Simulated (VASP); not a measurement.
A run of VASP 6.6.1 is set up as follows.

INCAR

```
SYSTEM = Rh
PREC = Accurate ; ENCUT = 600
EDIFF = 1E-6 ; ISMEAR = 0
SIGMA = 0.1 ; LREAL = .False.
LASPH = .True. ; NELM = 80
ALGO = Fast ; ISIF = 4
LWAVE = .False. ; LCHARG = .False.
GGA = PS ; IBRION = 2
NSW = 50 ; EDIFFG = -0.01
```

File KPOINTS:

```
regular mesh
0
Gamma
  18 18 10
  0 0 0
```

File POSCAR:

```
Rh
1.0
    2.5744983916      0.0000000000      0.0000000000
   -1.2872491958      2.2295810091      0.0000000000
    0.0000000000      0.0000000000      4.1551182776
Rh
2
Direct
    0.6666666667      0.3333333333      0.7500000000
    0.3333333333      0.6666666667      0.2500000000
```

Potentials or basis: VASP PAW PBE potentials, release 64 (Rh_pv).

The run is started by

```bash
$ cat potpaw_PBE.64/Rh_pv/POTCAR > POTCAR
$ mpirun -np 1 vasp_std > vasp.out
```

(1) Estimate the band gap on the k mesh.

## Answers

(1) zero (bands 15 and 16 overlap by 3.08 eV).
